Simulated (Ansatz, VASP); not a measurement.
# SrO: VASP beside Ansatz

File INCAR:

```
PREC = Accurate
ENCUT = 520
EDIFF = 1E-6
ISMEAR = -1
SIGMA = 0.05
LREAL = False
LASPH = True
NELM = 60
ALGO = Normal
ISIF = 2
LWAVE = False
LCHARG = False
GGA = PE
NBANDS = 15
```

The input KPOINTS:

```
regular mesh
0
Gamma
  9 9 9
```

File POSCAR:

```
SrO
1.0
    0.0000000000      2.6000709780      2.6000709780
    2.6000709780      0.0000000000      2.6000709780
    2.6000709780      2.6000709780      0.0000000000
Sr O
1 1
Direct
    0.5000000000      0.5000000000      0.5000000000
    0.0000000000      0.0000000000      0.0000000000
```

The input input.yaml:

```yaml
crystal:
  lattice:
    - [0.0, 2.600070978, 2.600070978]
    - [2.600070978, 0.0, 2.600070978]
    - [2.600070978, 2.600070978, 0.0]
  atoms:
    - { symbol: Sr, position: [0.5, 0.5, 0.5] }
    - { symbol: O, position: [0.0, 0.0, 0.0] }
kpoints:
  mp_grid: { grid: [9, 9, 9] }
scf:
  occupations: { method: fermi_dirac, width: 0.05 }
hamiltonian:
  xc: pbe
  pseudopotentials: { kind: all_electron, lapw: { basis_error: 0.0005 } }
output:
  forces: true
  stress: true
  eigenvalues: true
```

Change from the starting cell: volume scaled by 1.04.

Alike in both runs: task single point; functional PBE; k mesh 9 × 9 × 9; occupations fermi-dirac, width 0.05 eV; no spin polarisation.

|  | VASP | Ansatz |
| --- | --- | --- |
| version | VASP 6.6.1 | Ansatz 0.2.0 |
| potentials or method | VASP PAW PBE potentials, release 64 (Sr_sv, O), cutoff 520 eV | all-electron LAPW, scalar-relativistic |

Ansatz gave:

```
gap on the k mesh at the Fermi level (eV) : 3.38
least direct gap on the mesh (eV)         : 3.49
pressure (GPa)                            : -0.3
```

**Question.** What did VASP give for the same quantities?

**Answer.** gap on the k mesh at the Fermi level (eV): 3.34; least direct gap on the mesh (eV): 3.45; pressure (GPa): 0.3.

Ansatz ran all-electron here, and VASP with PAW potentials.
